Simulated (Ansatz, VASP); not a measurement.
# One calculation of KF, two programs

```xyz
2
Lattice="0.0000 2.6735 2.6735 2.6735 0.0000 2.6735 2.6735 2.6735 0.0000" Properties=species:S:1:pos:R:3 pbc="T T T"
K     0.0000    0.0000    0.0000
F     2.6735    2.6735    2.6735
```

Alike in both runs: task single point; functional PBEsol; k mesh 9 × 9 × 9; occupations fermi-dirac, width 0.01 eV; no spin polarisation.

|  | VASP | Ansatz |
| --- | --- | --- |
| version | VASP 6.6.1 | Ansatz 0.2.0 |
| potentials or method | VASP PAW PBE potentials, release 64 (K_sv, F), cutoff 520 eV | all-electron LAPW, scalar-relativistic |

VASP gave:

| Quantity | Value |
| --- | --- |
| gap on the k mesh at the Fermi level (eV) | 6.02 |
| pressure (GPa) | -0.7 |

Problem. Which values does Ansatz return?

Solution. gap on the k mesh at the Fermi level (eV): 6.03; pressure (GPa): -0.7.

VASP's potentials were made for PBE, not for PBEsol. Ansatz ran all-electron here, and VASP with PAW potentials.
